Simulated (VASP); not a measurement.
A run of VASP 6.6.1 is set up as follows.

The input INCAR:

```
SYSTEM = Os
  ALGO = Normal
  DIPOL = 0.5 0.5 0.500
  EDIFF = 1E-6
  ENCUT = 520
  GGA = PE
  IDIPOL = 3
  ISIF = 2
  ISMEAR = -1
  LASPH = .TRUE.
  LCHARG = .TRUE.
  LDIPOL = .TRUE.
  LELF = .TRUE.
  LREAL = .FALSE.
  LVACPOTAV = .TRUE.
  LVHAR = .TRUE.
  LWAVE = .FALSE.
  NBANDS = 19
  NELM = 100
  PREC = Accurate
  SIGMA = 0.1
```

Contents of KPOINTS:

```
k-points
0
G
  13 10 1
  0 0 0
```

POSCAR

```
Os
1.0
    2.7269118564      0.0000000000      0.0000000000
    0.0000000000      3.8564357308      0.0000000000
    0.0000000000      0.0000000000     18.7269000000
Os
3
Direct
    0.0000000000      0.0000000000      0.4271926518
    0.5000000000      0.5000000000      0.5000000000
    0.0000000000      0.0000000000      0.5728073482
```

Potentials or basis: VASP PAW PBE potentials, release 64 (Os).

Launch:

```bash
$ cat potpaw_PBE.64/Os/POTCAR > POTCAR
$ mpirun -np 1 vasp_std > vasp.out
```

(1) Estimate the band gap on the k mesh.

(2) Predict the largest force.

Results:

(1) zero (bands 12 and 13 overlap by 1.45 eV).

(2) 2.771 eV/Å.

Caveat: spin-orbit coupling is left out, which moves the levels of the heavy elements.
